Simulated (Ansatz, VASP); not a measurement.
# One calculation of Ga, two programs

```
Ga
1.0
     2.31007   -3.86048    0.00000
     2.31007    3.86048    0.00000
     0.00000    0.00000    4.55654
Ga
4
Direct
  0.65634 0.34366 0.41617
  0.84366 0.15634 0.91617
  0.34366 0.65634 0.58383
  0.15634 0.84366 0.08383
```

Alike in both runs: functional PBE; k mesh 10 × 10 × 8; occupations gaussian, width 0.1 eV; no spin polarisation.

Ansatz relaxed the structure, and its values are those at the end. VASP's run is a single point on that final structure, the one shown.

```csv
,VASP,Ansatz
version,VASP 6.6.1,Ansatz 0.2.0
potentials or method,"VASP PAW PBE potentials, release 64 (Ga_d), cutoff 520 eV","scalar-relativistic, plane waves, PAW"
valence electrons in the cell,52,52
```

Ansatz gave:

- gap on the k mesh at the Fermi level (eV): none
- pressure (GPa): 0.0

Problem. Estimate VASP's values.

Solution. gap on the k mesh at the Fermi level (eV): none; pressure (GPa): 0.1.

A gap of «none» marks a metal or a gap that the smearing closes.
